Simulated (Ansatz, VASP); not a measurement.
Given: the input of a run of Ansatz 0.2.0 on Hg.

The input input.yaml:

```yaml
crystal:
  lattice:
    - [3.480247533, 0.0, 0.0]
    - [0.0, 5.6069805441, 0.0]
    - [-1.733193746, 0.0, 3.083437301]
  atoms:
    - { symbol: Hg, position: [0.34844031, 0.75, 0.19577184] }
    - { symbol: Hg, position: [0.65155969, 0.25, 0.80422816] }
hamiltonian:
  xc: pbe
  pseudopotentials: { kind: paw }
kpoints:
  mp_grid: { grid: [9, 5, 9] }
scf:
  occupations: { method: fermi_dirac, width: 0.05 }
output:
  forces: true
  stress: true
  eigenvalues: true
```

Potentials or basis: Ansatz PAW.

Command:

```bash
$ ansatz run input.yaml --threads 2 --pin off --max-ram 5120MiB --backend cpu --events-out ev --progress --plain --runs-dir out
```

Task: Set up the same calculation for VASP 6.6.1. Potentials there: VASP PAW PBE potentials, release 64 (Hg).

Result: As run (the cutoff follows the program's own potentials):

The input INCAR:

```
ALGO = Fast
EDIFF = 1E-7
ENCUT = 520
GGA = PE
ISIF = 2
ISMEAR = -1
LASPH = T
LCHARG = T
LELF = T
LREAL = F
LVHAR = T
LWAVE = F
NBANDS = 19
NELM = 100
PREC = Accurate
SIGMA = 0.05
```

Contents of KPOINTS:

```
k-points
0
Gamma
  9 5 9
```

The input POSCAR:

```
Hg
1.0
    3.4802475330      0.0000000000      0.0000000000
    0.0000000000      5.6069805441      0.0000000000
   -1.7331937460      0.0000000000      3.0834373010
Hg
2
Direct
    0.3484403100      0.7500000000      0.1957718400
    0.6515596900      0.2500000000      0.8042281600
```

Potentials or basis: VASP PAW PBE potentials, release 64 (Hg).

The run is started by

```sh
$ cat potpaw_PBE.64/Hg/POTCAR > POTCAR
$ mpirun -np 1 vasp_std > vasp.out
```

Both were run:

|  | VASP | Ansatz | Ansatz less VASP |
| --- | --- | --- | --- |
| gap on the k mesh at the Fermi level (eV) | none | none | - |
| pressure (GPa) | 0.4 | 0.3 | -0.06 |
| rms of the force components (eV/Å) | 0.009 | 0.008 | -0.0009 |

Atom by atom the forces differ by 0.001 eV/Å (rms over components). A gap of «none» marks a metal or a gap that the smearing closes. VASP's potentials hold 24 valence electrons a cell and Ansatz's 40, so a difference there can come from the potentials and not from the codes.

Spin-orbit coupling is off throughout.
